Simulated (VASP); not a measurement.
# Si2W (I4/mmm) in VASP: a series of runs, part 2 of 2

VASP 6.6.1.

**3. Single point, PBEsol (uniaxial strain along c: -4.5 %)**

Input file INCAR:

```
SYSTEM = Si2W
ALGO = Normal
EDIFF = 1E-6
ENCUT = 520
GGA = PS
ISIF = 2
ISMEAR = 0
LASPH = .TRUE.
LCHARG = .TRUE.
LELF = .TRUE.
LREAL = .FALSE.
LVHAR = .TRUE.
LWAVE = .FALSE.
NBANDS = 31
NELM = 80
PREC = Accurate
SIGMA = 0.1
```

Input file KPOINTS:

```
k-points
0
G
  12 12 6
  0 0 0
```

Input file POSCAR:

```
Si2W
1.0
    3.2385276824      0.0000000000      0.0000000000
    0.0000000000      3.2385276824      0.0000000000
    0.0000000000      0.0000000000      7.4640245655
Si W
4 2
Direct
    0.0000000000      0.0000000000      0.3343367017
    0.5000000000      0.5000000000      0.1656632983
    0.5000000000      0.5000000000      0.8343367017
    0.0000000000      0.0000000000      0.6656632983
    0.0000000000      0.0000000000      0.0000000000
    0.5000000000      0.5000000000      0.5000000000
```

Potentials or basis: VASP PAW PBE potentials, release 64 (Si, W_sv).

Run with:

```console
> cat potpaw_PBE.64/Si/POTCAR potpaw_PBE.64/W_sv/POTCAR > POTCAR
> mpirun -np 1 vasp_std > vasp.out
```

OUTCAR:

```text
SYSTEM = Si2W
   EDIFF = 1E-6
   ENCUT = 520
   GGA = PS
   ISIF = 2
   ISMEAR = 0
   LASPH = .TRUE.
   LREAL = .FALSE.
   NELM = 80
   PREC = Accurate

 ion  position               nearest neighbor table
   1  0.000  0.000  0.334-   4 2.47   5 2.50   6 2.60   6 2.60   6 2.60   6 2.60   2 2.61   2 2.61
                             2 2.61   2 2.61
   2  0.500  0.500  0.166-   3 2.47   6 2.50   5 2.60   5 2.60   5 2.60   5 2.60   1 2.61   1 2.61
                             1 2.61   1 2.61
   3  0.500  0.500  0.834-   2 2.47   6 2.50   5 2.60   5 2.60   5 2.60   5 2.60   4 2.61   4 2.61
                             4 2.61   4 2.61
   4  0.000  0.000  0.666-   1 2.47   5 2.50   6 2.60   6 2.60   6 2.60   6 2.60   3 2.61   3 2.61
                             3 2.61   3 2.61
   5  0.000  0.000  0.000-   1 2.50   4 2.50   3 2.60   2 2.60   2 2.60   3 2.60   2 2.60   3 2.60
                             2 2.60   3 2.60
   6  0.500  0.500  0.500-   2 2.50   3 2.50   1 2.60   4 2.60   1 2.60   4 2.60   1 2.60   4 2.60
                             1 2.60   4 2.60

  LATTYP: Found a simple tetragonal cell.
 ALAT       =     3.2385276824
 C/A-ratio  =     2.3047586118

  Lattice vectors:

 A1 = (   3.2385276824,   0.0000000000,   0.0000000000)
[... 200 lines left out ...]

 E-fermi :  12.1830     XC(G=0): -12.7536

 val. band max:       12.1594340625   @ k =   0.0833   0.0000   0.3333
 cond. band min:      12.2051688678   @ k =   0.0833   0.0000   0.3333
 fundamental gap:      0.0457348053
 Fermi energy:        12.1830476143

 k-point     1 :       0.0000    0.0000    0.0000
  band No.  band energies     occupation
      1     -61.4239      2.00000
      2     -61.4237      2.00000
      3     -25.7268      2.00000
      4     -25.7268      2.00000
      5     -25.7245      2.00000
      6     -25.7245      2.00000
[... 805 lines left out ...]
     30      17.4782      0.00000
     31      17.6110      0.00000

 [... further k-points ...]
[... 5 lines left out ...]
  --------------------------------------------------------------------------------------
  -------------------------------------------------------------------------------------
  Total       -0.6360756     -0.6360756     13.7301300      0.0000000     -0.0000000      0.0000000
  in kB      -13.0182023    -13.0182023    281.0068737      0.0000000     -0.0000000      0.0000000
  external PRESSURE =      84.9901564 kB  Pullay stress =       0.0000000 kB

 VOLUME and BASIS-vectors are now :
 -----------------------------------------------------------------------------
  energy-cutoff  :      520.00
  volume of cell :       78.28
      direct lattice vectors                 reciprocal lattice vectors
     3.238527682  0.000000000  0.000000000     0.308782292  0.000000000  0.000000000
     0.000000000  3.238527682  0.000000000     0.000000000  0.308782292  0.000000000
     0.000000000  0.000000000  7.464024565     0.000000000  0.000000000  0.133975979

 POSITION                                       TOTAL-FORCE (eV/Angst)
 -----------------------------------------------------------------------------------
      0.00000      0.00000      2.49550         0.000000     -0.000000      0.013804
      1.61926      1.61926      1.23651        -0.000000      0.000000     -0.013804
      1.61926      1.61926      6.22751         0.000000     -0.000000      0.013804
      0.00000      0.00000      4.96853        -0.000000      0.000000     -0.013804
      0.00000      0.00000      0.00000         0.000000      0.000000     -0.000000
      1.61926      1.61926      3.73201        -0.000000     -0.000000     -0.000000
 -----------------------------------------------------------------------------------
    total drift:                                0.000000      0.000000     -0.000000

  FREE ENERGIE OF THE ION-ELECTRON SYSTEM (eV)
  ---------------------------------------------------
  free  energy   TOTEN  =       -52.9666754376 eV

  energy  without entropy=      -52.9642491916  energy(sigma->0) =      -52.96546231
```

OSZICAR:

```text
N       E                     dE             d eps       ncg     rms          rms(c)
DAV:   1     0.362813904851E+03    0.36281E+03   -0.22157E+04  7120   0.145E+03
DAV:   2    -0.359126248887E+02   -0.39873E+03   -0.38478E+03  7521   0.408E+02
DAV:   3    -0.543830850886E+02   -0.18470E+02   -0.17879E+02  8831   0.791E+01
DAV:   4    -0.547194689575E+02   -0.33638E+00   -0.33517E+00  8383   0.101E+01
DAV:   5    -0.547242791280E+02   -0.48102E-02   -0.48090E-02  8569   0.130E+00    0.394E+01
DAV:   6    -0.531922040653E+02    0.15321E+01   -0.57876E+00  8436   0.147E+01    0.144E+01
DAV:   7    -0.530037379469E+02    0.18847E+00   -0.35698E-01  7885   0.309E+00    0.575E+00
DAV:   8    -0.529674604891E+02    0.36277E-01   -0.52874E-02  8437   0.146E+00    0.409E-01
DAV:   9    -0.529669661017E+02    0.49439E-03   -0.21399E-03  8821   0.273E-01    0.255E-01
DAV:  10    -0.529667055608E+02    0.26054E-03   -0.59235E-04  8261   0.183E-01    0.444E-02
DAV:  11    -0.529666760045E+02    0.29556E-04   -0.78248E-05  8321   0.655E-02    0.207E-02
DAV:  12    -0.529666754376E+02    0.56693E-06   -0.37810E-06  7523   0.117E-02
   1 F= -.52966675E+02 E0= -.52965462E+02  d E =-.242625E-02
```

stdout:

```text
POSCAR found type information on POSCAR SiW
 POSCAR found :  2 types and       6 ions
 scaLAPACK will be used
 -----------------------------------------------------------------------------
|                                                                             |
|                                                                             |
|     You enforced a specific xc type in the INCAR file but a different       |
|     I HOPE YOU KNOW WHAT YOU ARE DOING!                                     |
|                                                                             |
 -----------------------------------------------------------------------------

 LDA part: xc-table for (Slater+PW92), standard interpolation
 POSCAR, INCAR and KPOINTS ok, starting setup
 FFT: planning ... GRIDC
 FFT: planning ... GRID_SOFT
 FFT: planning ... GRID
 WAVECAR not read
 entering main loop
```

Run time: 3.1 min. Hardware: 1 thread of Intel Xeon Platinum 8259CL at 2.50GHz (Skylake/Cascade Lake), shared host; peak memory 0.33 GiB.

What came out:

| Property | Result |
| --- | --- |
| Free energy | -52.9667 eV |
| Pressure | 8.5 GPa |
| Largest force | 0.014 eV/Å |
| Band gap on the k mesh | zero (bands 22 and 23 overlap by 0.97 eV) |

Forces in eV/Å, atoms in the order of the input:
```
Si   0.000  0.000  0.014
Si   0.000  0.000 -0.014
Si   0.000  0.000  0.014
Si   0.000  0.000 -0.014
W    0.000  0.000  0.000
W    0.000  0.000  0.000
```

Stress tensor (GPa, compression positive):
```
-1.30  0.00  0.00
 0.00 -1.30  0.00
 0.00  0.00 28.10
```

Levels at points of the mesh, in eV from the Fermi level:
| k point | band 20 | band 21 | band 22 | band 23 | band 24 | band 25 |
| --- | --- | --- | --- | --- | --- | --- |
| (0.00, 0.00, 0.00) | -1.09 | -0.33 | -0.33 | 0.43 | 0.69 | 2.82 |
| (0.50, 0.00, 0.00) | -1.95 | -0.89 | -0.89 | 2.28 | 2.28 | 2.99 |
| (0.50, 0.50, 0.00) | -2.87 | -1.71 | -1.71 | 2.91 | 2.91 | 3.07 |
| (0.00, 0.00, 0.50) | -2.01 | 0.56 | 0.56 | 1.61 | 1.61 | 1.61 |
| (0.50, 0.00, 0.50) | -2.65 | -0.53 | -0.53 | 2.60 | 2.60 | 2.66 |
| (0.50, 0.50, 0.50) | -2.21 | -2.21 | -2.21 | 0.67 | 0.67 | 2.91 |

Caveat: the cell differs from its parent crystal (uniaxial strain along c: -4.5 %); the stress differs along the axes, from -1 to 28 GPa; the PAW data sets were made with another functional, which shifts forces and pressure a little; spin-orbit coupling is left out, which moves the levels of the heavy elements.

**4. Single point, PBEsol (uniaxial strain along c: -3.0 %, then relaxed in part)**

Input file INCAR:

```
SYSTEM = Si2W
PREC = Accurate ; ENCUT = 520
EDIFF = 1E-6 ; ISMEAR = 0
SIGMA = 0.1 ; LREAL = .False.
LASPH = .True. ; NELM = 100
ALGO = Normal ; ISIF = 2
LWAVE = .False. ; LCHARG = .False.
GGA = PS ; NBANDS = 31
```

Input file KPOINTS:

```
Automatic mesh
0
Gamma
  12 12 6
  0 0 0
```

Edit POSCAR of step 3 so:

```diff
@@ -2,5 +2,5 @@
 1.0
-    3.2385276824      0.0000000000      0.0000000000
-    0.0000000000      3.2385276824      0.0000000000
-    0.0000000000      0.0000000000      7.4640245655
+    3.2202077851      0.0000000000      0.0000000000
+    0.0000000000      3.2202077851      0.0000000000
+    0.0000000000      0.0000000000      7.5812605534
 Si W
```

Run with:

```console
> cat potpaw_PBE.64/Si/POTCAR potpaw_PBE.64/W_sv/POTCAR > POTCAR
> mpirun -np 1 vasp_std > vasp.out
```

Run time: 3.2 min. Hardware: 1 thread of Intel Xeon Platinum 8259CL at 2.50GHz (Skylake/Cascade Lake), shared host; peak memory 0.33 GiB.

It converged, with:

- Free energy: -53.1454 eV
- Pressure: 6.3 GPa
- Largest force: 0.006 eV/Å
- Band gap on the k mesh: zero (bands 22 and 23 overlap by 1.11 eV)

Forces on the atoms (eV/Å):
```
Si   0.000  0.000 -0.006
Si   0.000  0.000  0.006
Si   0.000  0.000 -0.006
Si   0.000  0.000  0.006
W    0.000  0.000  0.000
W    0.000  0.000  0.000
```

Stress tensor (GPa, compression positive):
```
 0.36  0.00  0.00
 0.00  0.36  0.00
 0.00  0.00 18.17
```

Levels at points of the mesh, in eV from the Fermi level:
```tsv
k point	band 20	band 21	band 22	band 23	band 24	band 25
(0.00, 0.00, 0.00)	-1.02	-0.44	-0.44	0.48	0.71	2.80
(0.50, 0.00, 0.00)	-2.27	-0.86	-0.86	2.22	2.22	2.96
(0.50, 0.50, 0.00)	-3.09	-1.75	-1.75	2.93	2.93	3.12
(0.00, 0.00, 0.50)	-2.21	0.59	0.59	1.59	1.59	1.59
(0.50, 0.00, 0.50)	-2.76	-0.54	-0.54	2.64	2.64	2.69
(0.50, 0.50, 0.50)	-2.33	-2.33	-2.33	0.43	0.43	2.93
```

Caveat: the cell differs from its parent crystal (uniaxial strain along c: -3.0 %, then relaxed in part); the stress differs along the axes, from 0 to 18 GPa; the PAW data sets were made with another functional, which shifts forces and pressure a little; spin-orbit coupling is left out, which moves the levels of the heavy elements.

**5. Single point, PBEsol (uniaxial strain along c: -3.0 %)**

Input file INCAR:

```
  PREC = Accurate
  ENCUT = 520
  EDIFF = 1E-6
  ISMEAR = 0
  SIGMA = 0.1
  LREAL = F
  LASPH = T
  NELM = 80
  ALGO = Normal
  ISIF = 2
  LWAVE = F
  LCHARG = F
  GGA = PS
  NBANDS = 31
```

Input file KPOINTS:

```
regular mesh
0
Gamma
  12 12 6
```

Input file POSCAR:

```
Si2W
1.0
    3.2265183090      0.0000000000      0.0000000000
    0.0000000000      3.2265183090      0.0000000000
    0.0000000000      0.0000000000      7.5812605534
Si W
4 2
Direct
    0.0000000000      0.0000000000      0.3343853029
    0.5000000000      0.5000000000      0.1656146971
    0.5000000000      0.5000000000      0.8343853029
    0.0000000000      0.0000000000      0.6656146971
    0.0000000000      0.0000000000      0.0000000000
    0.5000000000      0.5000000000      0.5000000000
```

Run with:

```console
> cat potpaw_PBE.64/Si/POTCAR potpaw_PBE.64/W_sv/POTCAR > POTCAR
> mpirun -np 1 vasp_std > vasp.out
```

Run time: 3 min. Hardware: 1 thread of Intel Xeon Platinum 8259CL at 2.50GHz (Skylake/Cascade Lake), shared host; peak memory 0.33 GiB.

The run converged. Its results:

```yaml
Free_energy: -53.1451 eV
Pressure: 5.4 GPa
Largest_force: 0.006 eV/Å
Band_gap_on_the_k_mesh: zero (bands 22 and 23 overlap by 1.09 eV)
```

Forces on the atoms (eV/Å):
```
Si   0.000  0.000 -0.006
Si   0.000  0.000  0.006
Si   0.000  0.000 -0.006
Si   0.000  0.000  0.006
W    0.000  0.000  0.000
W    0.000  0.000  0.000
```

Stress tensor (GPa, compression positive):
```
-0.78  0.00  0.00
 0.00 -0.78  0.00
 0.00  0.00 17.69
```

Levels at points of the mesh, in eV from the Fermi level:
```
           k point  band 20  band 21  band 22  band 23  band 24  band 25
(0.00, 0.00, 0.00)    -1.03    -0.42    -0.42     0.47     0.70     2.77
(0.50, 0.00, 0.00)    -2.23    -0.86    -0.86     2.22     2.22     2.95
(0.50, 0.50, 0.00)    -3.05    -1.75    -1.75     2.91     2.91     3.10
(0.00, 0.00, 0.50)    -2.18     0.58     0.58     1.58     1.58     1.58
(0.50, 0.00, 0.50)    -2.73    -0.53    -0.53     2.62     2.62     2.68
(0.50, 0.50, 0.50)    -2.31    -2.31    -2.31     0.44     0.44     2.91
```

Caveat: the cell differs from its parent crystal (uniaxial strain along c: -3.0 %); the stress differs along the axes, from -1 to 18 GPa; the PAW data sets were made with another functional, which shifts forces and pressure a little; spin-orbit coupling is left out, which moves the levels of the heavy elements.

**6. Single point, PBEsol (uniaxial strain along c: -1.5 %, then relaxed in part)**

Input file INCAR:

```
PREC     = Accurate       # precision mode
ENCUT    = 520            # plane-wave cutoff, eV
EDIFF    = 1E-6           # SCF threshold, eV
ISMEAR   = 0              # smearing method
SIGMA    = 0.1            # smearing width, eV
LREAL    = False          # projectors in reciprocal space
LASPH    = True           # aspherical terms in the spheres
NELM     = 100            # most SCF steps
ALGO     = Normal         # electronic algorithm
ISIF     = 2              # what is computed and relaxed
LWAVE    = False          # write WAVECAR
LCHARG   = False          # write CHGCAR
GGA      = PS             # functional
NBANDS   = 31             # bands
```

Input file KPOINTS:

```
Automatic mesh
0
Gamma
  12 12 6
```

Edit POSCAR of step 5 so:

```diff
@@ -2,5 +2,5 @@
 1.0
-    3.2265183090      0.0000000000      0.0000000000
-    0.0000000000      3.2265183090      0.0000000000
-    0.0000000000      0.0000000000      7.5812605534
+    3.2112106834      0.0000000000      0.0000000000
+    0.0000000000      3.2112106834      0.0000000000
+    0.0000000000      0.0000000000      7.6984965414
 Si W
```

Potentials or basis: VASP PAW PBE potentials, release 64 (Si, W_sv).

Run with:

```console
> cat potpaw_PBE.64/Si/POTCAR potpaw_PBE.64/W_sv/POTCAR > POTCAR
> mpirun -np 1 vasp_std > vasp.out
```

It took 2.8 min on 1 thread of Intel Xeon Platinum 8259CL at 2.50GHz (Skylake/Cascade Lake), shared host; peak memory 0.33 GiB.

It converged, with:

* Free energy: -53.2458 eV
* Pressure: 3.1 GPa
* Largest force: 0.008 eV/Å
* Band gap on the k mesh: zero (bands 22 and 23 overlap by 1.20 eV)

Forces in eV/Å, atoms in the order of the input:
```
Si   0.000  0.000 -0.008
Si   0.000  0.000  0.008
Si   0.000  0.000 -0.008
Si   0.000  0.000  0.008
W    0.000  0.000  0.000
W    0.000  0.000  0.000
```

Stress tensor (GPa, compression positive):
```
0.35 0.00 0.00
0.00 0.35 0.00
0.00 0.00 8.69
```

Levels at points of the mesh, in eV from the Fermi level:
```tsv
k point	band 20	band 21	band 22	band 23	band 24	band 25
(0.00, 0.00, 0.00)	-0.96	-0.51	-0.51	0.52	0.72	2.77
(0.50, 0.00, 0.00)	-2.51	-0.82	-0.82	2.14	2.14	2.93
(0.50, 0.50, 0.00)	-3.23	-1.78	-1.78	2.93	2.93	3.04
(0.00, 0.00, 0.50)	-2.38	0.62	0.62	1.55	1.55	1.55
(0.50, 0.00, 0.50)	-2.82	-0.53	-0.53	2.65	2.65	2.72
(0.50, 0.50, 0.50)	-2.42	-2.42	-2.42	0.23	0.23	2.93
```

Caveat: the cell differs from its parent crystal (uniaxial strain along c: -1.5 %, then relaxed in part); the stress differs along the axes, from 0 to 9 GPa; the PAW data sets were made with another functional, which shifts forces and pressure a little; spin-orbit coupling is left out, which moves the levels of the heavy elements.

**7. The runs side by side**

| cell | gap on the mesh (eV) | pressure (GPa) | largest force (eV/Å) |
| --- | --- | --- | --- |
| a = 3.229, b = 3.229, c = 7.464 Å, 6 atoms | none | 9.9 | - |
| a = 3.239, b = 3.239, c = 7.464 Å, 6 atoms | none | 8.5 | 0.01 |
| a = 3.220, b = 3.220, c = 7.581 Å, 6 atoms | none | 6.3 | 0.01 |
| a = 3.227, b = 3.227, c = 7.581 Å, 6 atoms | none | 5.4 | 0.01 |
| a = 3.211, b = 3.211, c = 7.698 Å, 6 atoms | none | 3.1 | 0.01 |

Alike in all rows: task single point; level PBEsol; potentials or basis VASP PAW PBE potentials, release 64 (Si, W_sv); no spin polarisation; k mesh 12 × 12 × 6; cutoff (eV) 520; smearing gaussian 0.1 eV.

Caveats: the PAW data sets were made with another functional, which shifts forces and pressure a little; spin-orbit coupling is left out, which moves the levels of the heavy elements; the stress differs along the axes, from 0 to 29 GPa (at least some runs); the stress differs along the axes, from -1 to 28 GPa (at least some runs); the stress differs along the axes, from 0 to 18 GPa (at least some runs); the stress differs along the axes, from -1 to 18 GPa (at least some runs); the stress differs along the axes, from 0 to 9 GPa (at least some runs).

Total energies depend on the potentials used, so only differences within one code and one set of settings carry meaning.

The gap in the log of VASP goes by the Fermi energy; the results here count the filled bands.